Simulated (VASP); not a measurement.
# PbF2 (Fm-3m) in VASP: notebook

PbF2 is run at these levels: LDA, PBE, PBE-based global hybrid with 25 % exact exchange; tasks: relaxation of cell and atoms, single point.

Everything below comes from runs of VASP 6.6.1. Logs are shortened: lines on timing, memory, paths and dates and some standing lists are left out, and cuts for length are marked.

### Step 1. The cell of the first run

Symmetry: Fm-3m, No. 225, cubic system. The conventional cell has a = 5.927 Å, b = 5.927 Å, c = 5.927 Å, α = 90.00°, β = 90.00°, γ = 90.00°. Within 3.4 Å of Pb (site symmetry m-3m) lie 8 F at 2.57 Å. Within 3.4 Å of F (site symmetry -43m) lie 4 Pb at 2.57 Å and 6 F at 2.96 Å.

### Step 2. Relaxation of cell and atoms, LDA

INCAR

```
SYSTEM = PbF2
PREC = Accurate
ENCUT = 600
EDIFF = 1E-7
ISMEAR = -1
SIGMA = 0.05
LREAL = .False.
LASPH = .True.
NELM = 120
ALGO = Normal
ISIF = 3
LWAVE = .False.
LCHARG = .False.
IBRION = 2
NSW = 60
EDIFFG = -0.01
GGA_COMPAT = .False.
NELMIN = 4
```

KPOINTS

```
Automatic mesh
0
Gamma
  8 8 8
  0 0 0
```

POSCAR

```
PbF2
1.0
    0.0000000000      2.9636600000      2.9636600000
    2.9636600000      0.0000000000      2.9636600000
    2.9636600000      2.9636600000      0.0000000000
Pb F
1 2
Direct
    0.0000000000      0.0000000000      0.0000000000
    0.7500000000      0.7500000000      0.7500000000
    0.2500000000      0.2500000000      0.2500000000
```

Potentials or basis: VASP PAW LDA potentials, release 64 (Pb_d, F).

Command:

```sh
$ cat potpaw_LDA.64/Pb_d/POTCAR potpaw_LDA.64/F/POTCAR > POTCAR
$ mpirun -np 1 vasp_std > vasp.out
```

OUTCAR:

```text
SYSTEM = PbF2
   PREC = Accurate
   ENCUT = 600
   EDIFF = 1E-7
   ISMEAR = -1
   LREAL = .False.
   LASPH = .True.
   NELM = 120
   ISIF = 3
   IBRION = 2
   NSW = 60
   EDIFFG = -0.01
   NELMIN = 4

 ion  position               nearest neighbor table
   1  0.000  0.000  0.000-   2 2.57   2 2.57   2 2.57   3 2.57   3 2.57   3 2.57   3 2.57   2 2.57

   2  0.750  0.750  0.750-   1 2.57   1 2.57   1 2.57   1 2.57
   3  0.250  0.250  0.250-   1 2.57   1 2.57   1 2.57   1 2.57

  LATTYP: Found a face centered cubic cell.
 ALAT       =     5.9273200000

  Lattice vectors:

 A1 = (   0.0000000000,   2.9636600000,   2.9636600000)
 A2 = (   2.9636600000,   0.0000000000,   2.9636600000)
 A3 = (   2.9636600000,   2.9636600000,   0.0000000000)

Analysis of symmetry for initial positions (statically):
=====================================================================
 Subroutine PRICEL returns:
 Original cell was already a primitive cell.

 Routine SETGRP: Setting up the symmetry group for a
 face centered cubic supercell.

 Subroutine GETGRP returns: Found 48 space group operations
 (whereof 48 operations were pure point group operations)
 out of a pool of 48 trial point group operations.

The static configuration has the point symmetry O_h .

Analysis of symmetry for dynamics (positions and initial velocities):
=====================================================================
 Subroutine PRICEL returns:
 Original cell was already a primitive cell.

 Routine SETGRP: Setting up the symmetry group for a
 face centered cubic supercell.

 Subroutine GETGRP returns: Found 48 space group operations
 (whereof 48 operations were pure point group operations)
 out of a pool of 48 trial point group operations.

The dynamic configuration has the point symmetry O_h .

 Subroutine INISYM returns: Found 48 space group operations
 (whereof 48 operations are pure point group operations),
 and found     1 'primitive' translations

----------------------------------------------------------------------------------------

                                     Primitive cell

  volume of cell :      52.0613

  direct lattice vectors                    reciprocal lattice vectors
     0.000000000  2.963660000  2.963660000    -0.168710311  0.168710311  0.168710311
     2.963660000  0.000000000  2.963660000     0.168710311 -0.168710311  0.168710311
     2.963660000  2.963660000  0.000000000     0.168710311  0.168710311 -0.168710311

  length of vectors
     4.191248166  4.191248166  4.191248166     0.292214830  0.292214830  0.292214830

  position of ions in fractional coordinates (direct lattice)
     0.000000000  0.000000000  0.000000000
     0.750000000  0.750000000  0.750000000
     0.250000000  0.250000000  0.250000000

  ion indices of the primitive-cell ions
   primitive index   ion index
                 1           1
                 2           2
                 3           3

----------------------------------------------------------------------------------------

 KPOINTS: Automatic mesh

Automatic generation of k-mesh.
 Grid dimensions read from file:
 generate k-points for:    8    8    8

 Generating k-lattice:

  Cartesian coordinates                     Fractional coordinates (reciprocal lattice)
    -0.021088789  0.021088789  0.021088789     0.125000000  0.000000000  0.000000000
     0.021088789 -0.021088789  0.021088789     0.000000000  0.125000000  0.000000000
     0.021088789  0.021088789 -0.021088789     0.000000000  0.000000000  0.125000000

  Length of vectors
     0.036526854  0.036526854  0.036526854

  Shift w.r.t. Gamma in fractional coordinates (k-lattice)
     0.000000000  0.000000000  0.000000000

 Subroutine IBZKPT returns following result:
 ===========================================

 Found     29 irreducible k-points:

 Following reciprocal coordinates:
            Coordinates               Weight
  0.000000  0.000000  0.000000      1.000000
  0.125000  0.000000  0.000000      8.000000
  0.250000  0.000000  0.000000      8.000000
  0.375000  0.000000  0.000000      8.000000
  0.500000  0.000000  0.000000      4.000000
  0.125000  0.125000  0.000000      6.000000
[... 16 lines left out ...]
  0.500000  0.250000  0.125000     48.000000
 -0.375000  0.250000  0.125000     24.000000
 [... further k-points ...]
   k-points           NKPTS =     29   k-points in BZ     NKDIM =     29   number of bands    NBANDS=     18
   number of dos      NEDOS =    301   number of ions     NIONS =      3
   total plane-waves  NPLWV =  46656
   dimension x,y,z NGX =    36 NGY =   36 NGZ =   36
   dimension x,y,z NGXF=    72 NGYF=   72 NGZF=   72
   ions per type =               1   2
   NGX,Y,Z   is equivalent  to a cutoff of  14.28, 14.28, 14.28 a.u.
   NGXF,Y,Z  is equivalent  to a cutoff of  28.56, 28.56, 28.56 a.u.
 SYSTEM =  PbF2
   PREC   = accura    normal or accurate (medium, high low for compatibility)
   ISTART =      0    job   : 0-new  1-cont  2-samecut
   ICHARG =      2    charge: 1-file 2-atom 10-const
   ISPIN  =      1    spin polarized calculation?
   LNONCOLLINEAR =      F non collinear calculations
   LSORBIT =      F    spin-orbit coupling
   LASPH  =      T    aspherical Exc in radial PAW
   ENCUT  =  600.0 eV  44.10 Ry    6.64 a.u.   8.37  8.37  8.37*2*pi/ulx,y,z
   NELM   =    120;   NELMIN=  4; NELMDL= -5     # of ELM steps
   EDIFF  = 0.1E-06   stopping-criterion for ELM
   LREAL  =      F    real-space projection
   EDIFFG = -.1E-01   stopping-criterion for IOM
   NSW    =     60    number of steps for IOM
   IBRION =      2    ionic relax: 0-MD 1-quasi-New 2-CG
   NFREE  =      1    steps in history (QN), initial steepest desc. (CG)
   ISIF   =      3    stress and relaxation
   ISYM   =      2    0-nonsym 1-usesym 2-fastsym
   POTIM  = 0.5000    time-step for ionic-motion
   TEBEG  =    0.0;   TEEND  =   0.0 temperature during run
   PSTRESS=    0.0 pullay stress
   NELECT =      28.0000    total number of electrons
   NUPDOWN=      -1.0000    fix difference up-down
   EMIN   =  10.00;   EMAX   =-10.00  energy-range for DOS
   EFERMI =   0.00;   METHOD = LEGACY
   ISMEAR =    -1;   SIGMA  =   0.05  broadening in eV -4-tet -1-fermi 0-gaus
   EFERMI_NEDOS =   21; number of points for ismear=-14 and -15
   IALGO  =     38    algorithm
   IMIX   =      4    mixing-type and parameters
     AMIX     =   0.40;   BMIX     =  1.00
     AMIX_MAG =   1.60;   BMIX_MAG =  1.00
  volume/ion in A,a.u.               =      17.35       117.11
  Fermi-wavevector in a.u.,A,eV,Ry     =   1.331340  2.515869 24.115883  1.772467
  Thomas-Fermi vector in A             =   2.460359
   LORBIT       =      0    0 simple, 1 ext, 2 COOP (PROOUT), +10 PAW based schemes
   GGA     = CA    functional components
   LHFCALC =     F    Hartree Fock is set to
   AEXX    =    0.0000 exact exchange contribution
   IVDW    =     0    specifies the selected vdW correction
   LEPSILON=     F    determine dielectric tensor
   LRPA    =     F    only Hartree local field effects (RPA)
 conjugate gradient relaxation of ions
 non-spin polarized calculation
  energy-cutoff  :      600.00
  volume of cell :       52.06
 maximum number of plane-waves:      1807
 NGX is ok and might be reduce to    36
   NGX = 17   NGY = 17   NGZ = 17

--------------------------------------- Ionic step        1  -------------------------------------------

 number of electron      28.0000008 magnetization

 Free energy of the ion-electron system (eV)
  ---------------------------------------------------
  ext. energy  EPLUGINS =         0.00000000
  ---------------------------------------------------
  free energy    TOTEN  =       -15.91896004 eV

  energy without entropy =      -15.91896004  energy(sigma->0) =      -15.91896004

 E-fermi :   2.6279     XC(G=0): -10.0648

 val. band max:        1.5033457185   @ k =  -0.2500   0.5000   0.2500
 cond. band min:       5.7253924041   @ k =   0.5000   0.5000   0.0000
 fundamental gap:      4.2220466856
 Fermi energy:         2.6278988895

 k-point     1 :       0.0000    0.0000    0.0000
  band No.  band energies     occupation
      1     -19.2036      2.00000
      2     -18.5326      2.00000
      3     -12.8327      2.00000
      4     -12.8327      2.00000
      5     -12.8327      2.00000
      6     -12.7599      2.00000
[... 10 lines left out ...]
     17       8.0766      0.00000
     18      11.7632      0.00000

 k-point     2 :       0.1250    0.0000    0.0000
  band No.  band energies     occupation
      1     -19.1711      2.00000
      2     -18.5625      2.00000
      3     -12.8260      2.00000
      4     -12.8260      2.00000
      5     -12.7977      2.00000
      6     -12.7599      2.00000
[... 10 lines left out ...]
     17       8.2090      0.00000
     18      12.6888      0.00000
[... 512 lines left out ...]
 VOLUME and BASIS-vectors are now :
 -----------------------------------------------------------------------------
  energy-cutoff  :      600.00
  volume of cell :       48.41
      direct lattice vectors                 reciprocal lattice vectors
     0.000000000  2.892709740  2.892709740    -0.172848313  0.172848313  0.172848313
     2.892709740 -0.000000000  2.892709740     0.172848313 -0.172848313  0.172848313
     2.892709740  2.892709740 -0.000000000     0.172848313  0.172848313 -0.172848313

 POSITION                                       TOTAL-FORCE (eV/Angst)
 -----------------------------------------------------------------------------------
      0.00000      2.89271      2.89271         0.000000     -0.000000      0.000000
      4.33906      4.33906      4.33906         0.000000      0.000000      0.000000
      1.44635      1.44635      1.44635        -0.000000     -0.000000     -0.000000
 -----------------------------------------------------------------------------------
    total drift:                               -0.000000     -0.000000      0.000000

  FREE ENERGIE OF THE ION-ELECTRON SYSTEM (eV)
  ---------------------------------------------------
  free  energy   TOTEN  =       -15.9626399377 eV

  energy  without entropy=      -15.9626399377  energy(sigma->0) =      -15.96263994

--------------------------------------- Ionic step        3  -------------------------------------------

 number of electron      28.0000002 magnetization

 Free energy of the ion-electron system (eV)
  ---------------------------------------------------
  ext. energy  EPLUGINS =         0.00000000
  ---------------------------------------------------
  free energy    TOTEN  =       -15.96486675 eV

  energy without entropy =      -15.96486675  energy(sigma->0) =      -15.96486675

 E-fermi :   3.4459     XC(G=0): -10.3669

 val. band max:        2.2836186430   @ k =  -0.2500   0.5000   0.2500
 cond. band min:       6.4867855985   @ k =   0.5000   0.5000   0.0000
 fundamental gap:      4.2031669555
 Fermi energy:         3.4458707363

 k-point     1 :       0.0000    0.0000    0.0000
  band No.  band energies     occupation
      1     -18.9517      2.00000
      2     -18.1583      2.00000
      3     -12.1581      2.00000
      4     -12.1581      2.00000
      5     -12.1581      2.00000
      6     -12.0526      2.00000
[... 10 lines left out ...]
     17       8.8904      0.00000
     18      12.6677      0.00000

 k-point     2 :       0.1250    0.0000    0.0000
  band No.  band energies     occupation
      1     -18.9132      2.00000
      2     -18.1943      2.00000
      3     -12.1493      2.00000
      4     -12.1493      2.00000
      5     -12.1131      2.00000
      6     -12.0528      2.00000
[... 10 lines left out ...]
     17       9.0411      0.00000
     18      13.6531      0.00000
[... 475 lines left out ...]
 VOLUME and BASIS-vectors are now :
 -----------------------------------------------------------------------------
  energy-cutoff  :      600.00
  volume of cell :       49.03
      direct lattice vectors                 reciprocal lattice vectors
     0.000000000  2.904957439  2.904957439    -0.172119561  0.172119561  0.172119561
     2.904957439 -0.000000000  2.904957439     0.172119561 -0.172119561  0.172119561
     2.904957439  2.904957439 -0.000000000     0.172119561  0.172119561 -0.172119561

 POSITION                                       TOTAL-FORCE (eV/Angst)
 -----------------------------------------------------------------------------------
      0.00000      0.00000      0.00000         0.000000     -0.000000      0.000000
      4.35744      4.35744      4.35744         0.000000     -0.000000     -0.000000
      1.45248      1.45248      1.45248        -0.000000      0.000000      0.000000
 -----------------------------------------------------------------------------------
    total drift:                                0.000000      0.000000      0.000000

  FREE ENERGIE OF THE ION-ELECTRON SYSTEM (eV)
  ---------------------------------------------------
  free  energy   TOTEN  =       -15.9648667527 eV

  energy  without entropy=      -15.9648667526  energy(sigma->0) =      -15.96486675

 reached required accuracy - stopping structural energy minimisation
```

It took 36 s on 1 thread of Intel Xeon 6975P-C (Granite Rapids), shared host; peak memory 0.18 GiB.

What came out:

* Free energy: -15.9649 eV
* Relaxed volume: 16.34 Å³/atom
* Relaxed cell: a = 4.108 Å, b = 4.108 Å, c = 4.108 Å, α = 60.00°, β = 60.00°, γ = 60.00°
* Space group after relaxing (to 0.1 Å): Fm-3m (No. 225)
* Energy gained by relaxing: 15.3 meV/atom
* Ionic steps: 3
* Pressure after relaxing: 0.0 GPa
* Band gap on the k mesh: 4.20 eV (least direct gap 4.37 eV)

The path:
```tsv
step	energy change (eV)	largest force (eV/Å)	pressure (GPa)	volume (Å³)
1	0.0000	0.0000	-4.58	52.06
2	-0.0437	0.0000	1.16	48.41
3	-0.0459	0.0000	0.01	49.03
```

Final structure:
```
Pb F
1.0
     0.00000    2.90496    2.90496
     2.90496    0.00000    2.90496
     2.90496    2.90496    0.00000
Pb F
1 2
Direct
  0.00000 0.00000 0.00000
  0.75000 0.75000 0.75000
  0.25000 0.25000 0.25000
```

Levels at points of the mesh, in eV from the valence-band top:
```csv
k point,band 12,band 13,band 14,band 15,band 16,band 17
"(0.00, 0.00, 0.00)",-2.40,-2.40,-2.40,6.61,6.61,6.61
"(0.50, 0.00, 0.00)",-2.56,-2.56,-0.06,4.79,7.68,7.68
"(0.50, 0.50, 0.00)",-1.91,-1.91,-0.17,4.20,7.94,7.94
```

Caveat: spin-orbit coupling is left out, which moves the levels of the heavy elements. A k mesh can miss the band edges.

(Part 1 of 2 ends here.)
